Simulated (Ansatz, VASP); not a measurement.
# One calculation of MoS2, two programs

File INCAR:

```
SYSTEM = MoS2
PREC = Accurate ; ENCUT = 520
EDIFF = 1E-6 ; ISMEAR = 0
SIGMA = 0.15 ; LREAL = .FALSE.
LASPH = .TRUE. ; NELM = 60
ALGO = Normal ; ISIF = 2
LWAVE = .FALSE. ; LCHARG = .FALSE.
GGA = PS ; IVDW = 12
NBANDS = 20
```

File KPOINTS:

```
regular mesh
0
G
  15 15 15
  0 0 0
```

Contents of POSCAR:

```
MoS2
1.0
    1.5399048573      0.8890644839      5.7970502989
   -1.5399048573      0.8890644839      5.7970502989
    0.0000000000     -1.7781289678      5.7970502989
Mo S
1 2
Direct
    0.0000000000      0.0000000000      0.0000000000
    0.7837854171      0.7837854171      0.7101124708
    0.2162145829      0.2162145829      0.2898875292
```

Input for Ansatz:

```yaml
crystal:
  lattice:
    - [1.5399048573, 0.8890644839, 5.7970502989]
    - [-1.5399048573, 0.8890644839, 5.7970502989]
    - [0.0, -1.7781289678, 5.7970502989]
  atoms:
    - { symbol: Mo, position: [0.0, 0.0, 0.0] }
    - { symbol: S, position: [0.7837854171, 0.7837854171, 0.7101124708] }
    - { symbol: S, position: [0.2162145829, 0.2162145829, 0.2898875292] }
basis:
  ecutwfc: 420
kpoints:
  mp_grid: { grid: [15, 15, 15] }
hamiltonian:
  xc: pbesol
  pseudopotentials: { kind: paw, azcp: { folder: soft_1 } }
  dispersion: d3bj
scf:
  occupations: { method: gaussian, width: 0.15 }
output:
  forces: true
  stress: true
  eigenvalues: true
```

Change from the starting cell: mode 7 frozen in at +0.131 Å, normal strain along y +0.0000.

Alike in both runs: task single point; functional PBEsol; dispersion D3(BJ); k mesh 15 × 15 × 15; occupations gaussian, width 0.15 eV; no spin polarisation.

|  | VASP | Ansatz |
| --- | --- | --- |
| version | VASP 6.6.1 | Ansatz 0.2.0 |
| potentials or method | VASP PAW PBE potentials, release 64 (Mo_sv, S), cutoff 520 eV | scalar-relativistic, plane waves, PAW |
| valence electrons in the cell | 26 | 26 |

```tsv
	VASP	Ansatz	Ansatz less VASP
gap on the k mesh at the Fermi level (eV)	none	none	-
pressure (GPa)	1.3	1.3	-0.03
traceless stress, the component that is largest in VASP (GPa)	-12.22	-12.26	-0.043
rms of the force components (eV/Å)	0.602	0.603	+0.0010
```

VASP's potentials were made for PBE, not for PBEsol, and Ansatz warns of the same on its side. Atom by atom the forces differ by 0.003 eV/Å (rms over components). A gap of «none» marks a metal or a gap that the smearing closes.
